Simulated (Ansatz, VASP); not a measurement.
**One calculation of Bi2Te3, two programs**

```xyz
5
Lattice="2.2369 1.2915 10.1657 -2.2369 1.2915 10.1657 0.0000 -2.5829 10.1657" Properties=species:S:1:pos:R:3 pbc="T T T"
Bi    0.0000    0.0000   12.1988
Bi    0.0000    0.0000   18.2982
Te    0.0000    0.0000    0.0000
Te    0.0000    0.0000    6.3891
Te    0.0000    0.0000   24.1079
```

Change from the starting cell: equal xx and yy strain of +2 %, crystal datasets.

Alike in both runs: task electric field gradients; functional PBE; k mesh 7 × 7 × 7; occupations fermi-dirac, width 0.08 eV; no spin polarisation.

|  | VASP | Ansatz |
| --- | --- | --- |
| version | VASP 6.6.1 | Ansatz 0.2.0 |
| potentials or method | VASP PAW PBE potentials, release 64 (Bi_d, Te), cutoff 520 eV | all-electron PAW with datasets made for the crystal, scalar-relativistic |

Ansatz gave:

| Quantity | Value |
| --- | --- |
| pressure (GPa) | -0.1 |
| traceless stress, the component that is largest in VASP (GPa) | 0.20 |
| rms of the force components (eV/Å) | 0.095 |
| size of Vzz on the site where it differs most (V/Å²) | 80.0 |

Question: Estimate VASP's values.

Answer: Pressure (GPa): -0.1; traceless stress, the component that is largest in VASP (GPa): 0.19; rms of the force components (eV/Å): 0.091; size of Vzz on the site where it differs most (V/Å²): 76.3.

Atom by atom the forces differ by 0.004 eV/Å (rms over components). Ansatz ran all-electron here, and VASP with PAW potentials.

Spin-orbit coupling is off throughout.
